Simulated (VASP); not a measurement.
# Si6C7: single point with PBE

Si6C7, a slab with vacuum:

```
C Si
1.0
     3.09694    0.00000    0.00000
     0.00000    3.09694    0.00000
     0.00000    0.00000   28.13918
C Si
7 6
Direct
  0.00000 0.50000 0.26653
  0.50000 0.00000 0.34435
  0.00000 0.50000 0.42218
  0.50000 0.00000 0.50000
  0.00000 0.50000 0.57782
  0.50000 0.00000 0.65565
  0.00000 0.50000 0.73347
  0.50000 0.50000 0.30544
  0.00000 0.00000 0.38327
  0.50000 0.50000 0.46109
  0.00000 0.00000 0.53891
  0.50000 0.50000 0.61673
  0.00000 0.00000 0.69456
```

```json
{
  "Program": "VASP 6.6.1",
  "Task": "single point",
  "Functional": "PBE",
  "Potentials or basis": "VASP PAW PBE potentials, release 64 (C, Si)",
  "Cutoff": "520 eV",
  "k mesh": "9 × 9 × 1",
  "Occupations": "gaussian, width 0.05 eV",
  "Spin": "no spin polarisation",
  "Dipole correction": "yes",
  "Further INCAR settings": "ALGO = Normal; EDIFF = 1e-07; NBANDS = 38"
}
```

```json
{"Largest force": "1.995 eV/Å", "Band gap on the k mesh": "zero (band 26 reaches 0.41 eV, above the bottom of band 27 at -0.08 eV)"}
```

Forces in eV/Å, atoms in the order of the input:
```
C    0.000  0.000  1.984
C    0.000  0.000  0.298
C    0.000  0.000  0.069
C    0.000  0.000  0.000
C    0.000  0.000 -0.069
C    0.000  0.000 -0.298
C    0.000  0.000 -1.984
Si   0.000  0.000 -1.995
Si   0.000  0.000 -0.364
Si   0.000  0.000  0.004
Si   0.000  0.000 -0.004
Si   0.000  0.000  0.364
Si   0.000  0.000  1.995
```

Levels at points of the mesh, in eV from the Fermi level:
```csv
k point,band 24,band 25,band 26,band 27,band 28,band 29
"(0.00, 0.00, 0.00)",-0.26,-0.26,-0.13,1.18,1.73,1.73
```

Run time: 4.2 min on 1 thread of Intel(R) Xeon(R) Platinum 8259CL CPU @ 2.50GHz (Skylake/Cascade Lake) (shared host), peak memory 0.38 GiB.
